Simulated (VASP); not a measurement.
# SiC (F-43m) in VASP: a series of runs

SiC is run at these levels: PBEsol; tasks: vibrations by perturbation theory.

Program: VASP 6.6.1. These are calculated values, not measurements. Logs are shortened: lines on timing, memory, paths and dates and some standing lists are left out, and cuts for length are marked.

**1. The cell of the first run**

It takes space group F-43m (No. 216, cubic). The conventional cell has a = 4.357 Å, b = 4.357 Å, c = 4.357 Å, α = 90.00°, β = 90.00°, γ = 90.00°. Within 2.5 Å of Si (site symmetry -43m) lie 4 C at 1.89 Å. Within 2.5 Å of C (site symmetry -43m) lie 4 Si at 1.89 Å.

**2. Vibrations by perturbation theory, PBEsol**

File INCAR:

```
PREC     = Accurate       # precision mode
ENCUT    = 520            # plane-wave cutoff, eV
EDIFF    = 1E-8           # SCF threshold, eV
ISMEAR   = 0              # smearing method
SIGMA    = 0.01           # smearing width, eV
LREAL    = F              # projectors in reciprocal space
LASPH    = T              # aspherical terms in the spheres
NELM     = 100            # most SCF steps
ALGO     = Normal         # electronic algorithm
ISIF     = 2              # what is computed and relaxed
LWAVE    = F              # write WAVECAR
LCHARG   = T              # write CHGCAR
GGA      = PS             # functional
NBANDS   = 11             # bands
IBRION   = 8              # ionic algorithm
NSW      = 1              # ionic steps
```

File KPOINTS:

```
Automatic mesh
0
Gamma
  10 10 10
```

File POSCAR:

```
SiC
1.0
    0.0000000000      2.1784150631      2.1784150631
    2.1784150631      0.0000000000      2.1784150631
    2.1784150631      2.1784150631      0.0000000000
Si C
1 1
Direct
    0.0000000000      0.0000000000      0.0000000000
    0.7500000000      0.7500000000      0.7500000000
```

Potentials or basis: VASP PAW PBE potentials, release 64 (Si, C).

On the command line:

```sh
> cat potpaw_PBE.64/Si/POTCAR potpaw_PBE.64/C/POTCAR > POTCAR
> mpirun -np 1 vasp_std > vasp.out
```

OUTCAR:

```text
PREC = Accurate
   ENCUT = 520
   EDIFF = 1E-8
   ISMEAR = 0
   LREAL = F
   LASPH = T
   NELM = 100
   ISIF = 2
   GGA = PS
   IBRION = 8
   NSW = 1

 ion  position               nearest neighbor table
   1  0.000  0.000  0.000-   2 1.89   2 1.89   2 1.89   2 1.89
   2  0.750  0.750  0.750-   1 1.89   1 1.89   1 1.89   1 1.89

  LATTYP: Found a face centered cubic cell.
 ALAT       =     4.3568301262

  Lattice vectors:

 A1 = (   0.0000000000,   2.1784150631,   2.1784150631)
 A2 = (   2.1784150631,   0.0000000000,   2.1784150631)
 A3 = (   2.1784150631,   2.1784150631,   0.0000000000)

Analysis of symmetry for initial positions (statically):
=====================================================================
 Subroutine PRICEL returns:
 Original cell was already a primitive cell.

 Routine SETGRP: Setting up the symmetry group for a
 face centered cubic supercell.

 Subroutine GETGRP returns: Found 24 space group operations
 (whereof 24 operations were pure point group operations)
 out of a pool of 48 trial point group operations.

The static configuration has the point symmetry T_d .

Analysis of symmetry for dynamics (positions and initial velocities):
=====================================================================
 Subroutine PRICEL returns:
 Original cell was already a primitive cell.

 Routine SETGRP: Setting up the symmetry group for a
 face centered cubic supercell.

 Subroutine GETGRP returns: Found 24 space group operations
 (whereof 24 operations were pure point group operations)
 out of a pool of 48 trial point group operations.

The dynamic configuration has the point symmetry T_d .

 Subroutine INISYM returns: Found 24 space group operations
 (whereof 24 operations are pure point group operations),
 and found     1 'primitive' translations

----------------------------------------------------------------------------------------

                                     Primitive cell

  volume of cell :      20.6753

  direct lattice vectors                    reciprocal lattice vectors
     0.000000000  2.178415063  2.178415063    -0.229524671  0.229524671  0.229524671
     2.178415063  0.000000000  2.178415063     0.229524671 -0.229524671  0.229524671
     2.178415063  2.178415063  0.000000000     0.229524671  0.229524671 -0.229524671

  length of vectors
     3.080744127  3.080744127  3.080744127     0.397548391  0.397548391  0.397548391

  position of ions in fractional coordinates (direct lattice)
     0.000000000  0.000000000  0.000000000
     0.750000000  0.750000000  0.750000000

  ion indices of the primitive-cell ions
   primitive index   ion index
                 1           1
                 2           2

----------------------------------------------------------------------------------------

 KPOINTS: Automatic mesh

Automatic generation of k-mesh.
 Grid dimensions read from file:
 generate k-points for:   10   10   10

 Generating k-lattice:

  Cartesian coordinates                     Fractional coordinates (reciprocal lattice)
    -0.022952467  0.022952467  0.022952467     0.100000000  0.000000000  0.000000000
     0.022952467 -0.022952467  0.022952467     0.000000000  0.100000000  0.000000000
     0.022952467  0.022952467 -0.022952467     0.000000000  0.000000000  0.100000000

  Length of vectors
     0.039754839  0.039754839  0.039754839

  Shift w.r.t. Gamma in fractional coordinates (k-lattice)
     0.000000000  0.000000000  0.000000000

 Subroutine IBZKPT returns following result:
 ===========================================

 Found     47 irreducible k-points:
[... 79 lines left out ...]
  energy-cutoff  :      520.00
  volume of cell :       20.68
 maximum number of plane-waves:       568
   NGX = 11   NGY = 11   NGZ = 11

--------------------------------------- Ionic step        1  -------------------------------------------

 number of electron       8.0000001 magnetization

 Free energy of the ion-electron system (eV)
  ---------------------------------------------------
  ext. energy  EPLUGINS =         0.00000000
  ---------------------------------------------------
  free energy    TOTEN  =       -15.91495111 eV

  energy without entropy =      -15.91495111  energy(sigma->0) =      -15.91495111

 E-fermi :   8.1857     XC(G=0): -11.5083

 val. band max:        8.0656650897   @ k =   0.0000   0.0000   0.0000
 cond. band min:       9.2987155030   @ k =   0.5000   0.5000   0.0000
 fundamental gap:      1.2330504133
 Fermi energy:         8.1856850102

 k-point     1 :       0.0000    0.0000    0.0000
  band No.  band energies     occupation
      1      -7.3649      2.00000
      2       8.0657      2.00000
      3       8.0657      2.00000
      4       8.0657      2.00000
      5      14.2623      0.00000
      6      15.3137      0.00000
      7      15.3137      0.00000
      8      15.3137      0.00000
      9      22.5266      0.00000
     10      22.5266      0.00000
     11      24.3407      0.00000
[... 309 lines left out ...]
 k-point    24 :       0.4000    0.3000    0.0000
  band No.  band energies     occupation
      1      -4.2030      2.00000
      2       2.4785      2.00000
      3       4.8800      2.00000
      4       5.4181      2.00000
      5      10.8226      0.00000
      6      13.5806      0.00000
      7      19.6275      0.00000
      8      19.9361      0.00000
      9      21.7532      0.00000
     10      26.0868      0.00000
     11      29.2470      0.00000

 [... further k-points ...]

------------------------ aborting loop because EDIFF is reached ----------------------------------------

  FORCE on cell =-STRESS in cart. coord.  units (eV):
  Direction    XX          YY          ZZ          XY          YZ          ZX
  --------------------------------------------------------------------------------------
  -------------------------------------------------------------------------------------
  Total        0.0452926      0.0452926      0.0452926     -0.0000000      0.0000000     -0.0000000
  in kB        3.5098256      3.5098256      3.5098256     -0.0000000      0.0000000     -0.0000000
  external PRESSURE =       3.5098256 kB  Pullay stress =       0.0000000 kB

 VOLUME and BASIS-vectors are now :
 -----------------------------------------------------------------------------
  energy-cutoff  :      520.00
  volume of cell :       20.68
      direct lattice vectors                 reciprocal lattice vectors
     0.000000000  2.178415063  2.178415063    -0.229524671  0.229524671  0.229524671
     2.178415063  0.000000000  2.178415063     0.229524671 -0.229524671  0.229524671
     2.178415063  2.178415063  0.000000000     0.229524671  0.229524671 -0.229524671

 POSITION                                       TOTAL-FORCE (eV/Angst)
 -----------------------------------------------------------------------------------
      0.00000      0.00000      0.00000        -0.000000     -0.000000     -0.000000
      3.26762      3.26762      3.26762         0.000000      0.000000      0.000000
 -----------------------------------------------------------------------------------
    total drift:                               -0.000000     -0.000000     -0.000000

  FREE ENERGIE OF THE ION-ELECTRON SYSTEM (eV)
  ---------------------------------------------------
  free  energy   TOTEN  =       -15.9149511107 eV

  energy  without entropy=      -15.9149511107  energy(sigma->0) =      -15.91495111

[... ionic steps 2 to 3 ...]

--------------------------------------- Ionic step        4  -------------------------------------------

------------------------ aborting loop because EDIFF is reached ----------------------------------------

[... ionic steps 5 to 6 ...]

--------------------------------------- Ionic step        7  -------------------------------------------

 Free energy of the ion-electron system (eV)
  ---------------------------------------------------
  ---------------------------------------------------
  free energy    TOTEN  =        -0.12446843 eV

  energy without entropy =       -0.12446843

------------------------ aborting loop because EDIFF is reached ----------------------------------------

 INTERNAL STRAIN TENSOR  FOR ION    2  DIRECTION 1   (eV/Angst):
 -----------------------------------------------------------------------------
    -0.00299  0.00000  0.00000
     0.00000  0.00094  8.54731
     0.00000  8.54731  0.00094

 INTERNAL STRAIN TENSOR FOR ION    2 for displacements in x,y,z  (eV/Angst):
          X           Y           Z          XY          YZ          ZX
  --------------------------------------------------------------------------------
  x     0.00000     0.00000     0.00000     0.00000     8.54731     0.00000
  y     0.00000     0.00000     0.00000     0.00000     0.00000     8.54731
  z     0.00000     0.00000     0.00000     8.54731     0.00000     0.00000

 SECOND DERIVATIVES (NOT SYMMETRIZED)
 ------------------------------------
               1X          1Y          1Z          2X          2Y          2Z
  1X   -19.205715    0.000000    0.000000   19.205715    0.000000    0.000000
  1Y     0.000000  -19.205715    0.000000    0.000000   19.205715    0.000000
  1Z     0.000000    0.000000  -19.205715    0.000000    0.000000   19.205715
  2X    19.204268    0.000000    0.000000  -19.204268    0.000000    0.000000
  2Y     0.000000   19.204268    0.000000    0.000000  -19.204268    0.000000
  2Z     0.000000    0.000000   19.204268    0.000000    0.000000  -19.204268

 Eigenvectors and eigenvalues of the dynamical matrix
 ----------------------------------------------------

   1 f  =   23.619910 THz   148.408270 2PiTHz  787.875384 cm-1    97.684054 meV
             X         Y         Z           dx          dy          dz
      0.000000  0.000000  0.000000    -0.547332    0.000000    0.000000
      3.267623  3.267623  3.267623     0.836916    0.000000    0.000000
[... 21 lines left out ...]
   6 f/i=    0.000407 THz     0.002560 2PiTHz    0.013591 cm-1     0.001685 meV
             X         Y         Z           dx          dy          dz
      0.000000  0.000000  0.000000    -0.836916    0.000000    0.000000
      3.267623  3.267623  3.267623    -0.547332    0.000000    0.000000

--------------------------------------------------------------------------------------------------------

 ELASTIC MODULI CONTR FROM IONIC RELAXATION (kBar)
 Direction    XX          YY          ZZ          XY          YZ          ZX
 --------------------------------------------------------------------------------
 XX          -0.0000      0.0000      0.0000     -0.0000      0.0000      0.0000
 YY           0.0000     -0.0000      0.0000     -0.0000     -0.0000     -0.0000
 ZZ           0.0000      0.0000     -0.0000      0.0000     -0.0000      0.0000
 XY          -0.0000     -0.0000      0.0000   -271.3458      0.0000      0.0000
 YZ           0.0000     -0.0000     -0.0000      0.0000   -271.3458      0.0000
 ZX           0.0000     -0.0000      0.0000      0.0000      0.0000   -271.3458
 --------------------------------------------------------------------------------
```

It took 33 s on 1 thread of Intel Xeon 6975P-C, shared host; peak memory 0.21 GiB.

Results:

```
Highest phonon frequency at Γ, LO-TO splitting left out : 788 cm⁻¹
```

Phonon frequencies in cm⁻¹ (negative: imaginary):
| q point | frequencies |
| --- | --- |
| (0.000, 0.000, 0.000) | 0 0 0 788 788 788 |

Caveat: the PAW data sets were made with another functional, which shifts forces and pressure a little.

**3. Vibrations by perturbation theory, PBEsol**

File INCAR:

```
SYSTEM = SiC
PREC = Accurate
ENCUT = 520
EDIFF = 1E-8
ISMEAR = 0
SIGMA = 0.01
LREAL = .FALSE.
LASPH = .TRUE.
NELM = 60
ALGO = Normal
ISIF = 2
LWAVE = .FALSE.
LCHARG = .FALSE.
GGA = PS
NBANDS = 11
IBRION = 8
NSW = 1
LEPSILON = .TRUE.
```

File KPOINTS:

```
Automatic mesh
0
G
  10 10 10
  0 0 0
```

POSCAR is that of step 2.

Potentials or basis: VASP PAW PBE potentials, release 64 (Si, C).

On the command line:

```sh
> cat potpaw_PBE.64/Si/POTCAR potpaw_PBE.64/C/POTCAR > POTCAR
> mpirun -np 1 vasp_std > vasp.out
```

OUTCAR:

```text
SYSTEM = SiC
   PREC = Accurate
   ENCUT = 520
   EDIFF = 1E-8
   ISMEAR = 0
   LREAL = .FALSE.
   LASPH = .TRUE.
   NELM = 60
   ISIF = 2
   GGA = PS
   IBRION = 8
   NSW = 1
   LEPSILON = .TRUE.

 ion  position               nearest neighbor table
   1  0.000  0.000  0.000-   2 1.89   2 1.89   2 1.89   2 1.89
   2  0.750  0.750  0.750-   1 1.89   1 1.89   1 1.89   1 1.89

  LATTYP: Found a face centered cubic cell.
[... 665 lines left out ...]
      3.267623  3.267623  3.267623    -0.000000   -0.836916    0.000000
[... 21 lines left out ...]
   6 f/i=    0.000408 THz     0.002561 2PiTHz    0.013595 cm-1     0.001686 meV
             X         Y         Z           dx          dy          dz
      0.000000  0.000000  0.000000     0.808914   -0.214679    0.000000
      3.267623  3.267623  3.267623     0.529018   -0.140397    0.000000

--------------------------------------------------------------------------------------------------------

 MACROSCOPIC STATIC DIELECTRIC TENSOR IONIC CONTRIBUTION
 ------------------------------------------------------
           3.333777     0.000000     0.000000
           0.000000     3.333777     0.000000
           0.000000     0.000000     3.333777
 ------------------------------------------------------

 ELASTIC MODULI CONTR FROM IONIC RELAXATION (kBar)
 Direction    XX          YY          ZZ          XY          YZ          ZX
 --------------------------------------------------------------------------------
 XX          -0.0000      0.0000      0.0000      0.0000      0.0000      0.0000
 YY           0.0000     -0.0000      0.0000     -0.0000     -0.0000     -0.0000
 ZZ           0.0000      0.0000     -0.0000     -0.0000     -0.0000      0.0000
 XY           0.0000     -0.0000     -0.0000   -271.3457     -0.0000     -0.0000
 YZ           0.0000     -0.0000     -0.0000     -0.0000   -271.3457     -0.0000
 ZX           0.0000     -0.0000      0.0000     -0.0000     -0.0000   -271.3457
 --------------------------------------------------------------------------------

 PIEZOELECTRIC TENSOR IONIC CONTR  for field in x, y, z        (C/m^2)
          XX          YY          ZZ          XY          YZ          ZX
  --------------------------------------------------------------------------------
  x     0.00000    -0.00000    -0.00000    -0.00000    -0.89496    -0.00000
  y     0.00000    -0.00000     0.00000    -0.00000    -0.00000    -0.89496
  z     0.00000    -0.00000    -0.00000    -0.89496    -0.00000    -0.00000
```

stdout:

```text
POSCAR found type information on POSCAR SiC
 POSCAR found :  2 types and       2 ions
 scaLAPACK will be used
 -----------------------------------------------------------------------------
|                                                                             |
|                                                                             |
[... 39 lines left out ...]
 first order change of Fermi-energy  -0.13784E-02
 force on displaced ion       1 direction 1 : -19.206   0.000   0.000
 Born effective charge ion    1 direction 1 :   2.700   0.000   0.000
 Linear response progress:
 first order change of Fermi-energy   0.82302E-03
 force on displaced ion       2 direction 1 : -19.204   0.000   0.000
 Born effective charge ion    2 direction 1 :  -2.708   0.000   0.000
 Born effective charges drift removed
 Linear response finished
```

Run time: 1.7 min. Hardware: 1 thread of Intel Xeon 6975P-C, shared host; peak memory 0.22 GiB.

Results:

```yaml
Electronic_dielectric_tensor_diagonal: 7.11
Born_charges_mean_of_the_diagonal: Si +2.70; C -2.70 e
Highest_phonon_frequency_at_Γ_LO-TO_splitting_left_out: 788 cm⁻¹
```

Phonon frequencies in cm⁻¹ (negative: imaginary):
| q point | frequencies |
| --- | --- |
| (0.000, 0.000, 0.000) | 0 0 0 788 788 788 |

Electronic dielectric tensor:
```
7.11 0.00 0.00
0.00 7.11 0.00
0.00 0.00 7.11
```

Born effective charge tensors (e):
atom 1, Si
```
2.70 0.00 0.00
0.00 2.70 0.00
0.00 0.00 2.70
```
atom 2, C
```
-2.70  0.00  0.00
 0.00 -2.70  0.00
 0.00  0.00 -2.70
```

Caveat: the PAW data sets were made with another functional, which shifts forces and pressure a little.

[end of part 1 of 2]
